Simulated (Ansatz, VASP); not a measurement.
**Two plane-wave programs on Re2C3**

```
Re C
1.0
     3.92639    0.00000    0.00000
     0.00000    3.92639    0.00000
     0.00000    0.00000    3.92639
Re C
2 3
Direct
  0.50000 0.50000 0.50000
  0.00000 0.00000 0.00000
  0.50000 0.00000 0.00000
  0.00000 0.50000 0.00000
  0.00000 0.00000 0.50000
```

Alike in both runs: functional PBE; k mesh 4 × 4 × 4; occupations gaussian, width 0.1 eV; no spin polarisation.

Ansatz relaxed the structure, and its values are those at the end. VASP's run is a single point on that final structure, the one shown.

|  | VASP | Ansatz |
| --- | --- | --- |
| version | VASP 6.6.1 | Ansatz 0.2.0 |
| potentials or method | VASP PAW PBE potentials, release 64 (Re_sv_GW, C), cutoff 700 eV | scalar-relativistic, plane waves, PAW |
| valence electrons in the cell | 42 | 42 |

```tsv
	VASP	Ansatz	Ansatz less VASP
gap on the k mesh at the Fermi level (eV)	none	none	-
pressure (GPa)	0.0	0.0	+0.02
```

A gap of «none» marks a metal or a gap that the smearing closes.

The k mesh is coarse, so the values compare programs but aren't converged. Spin-orbit coupling is off throughout.
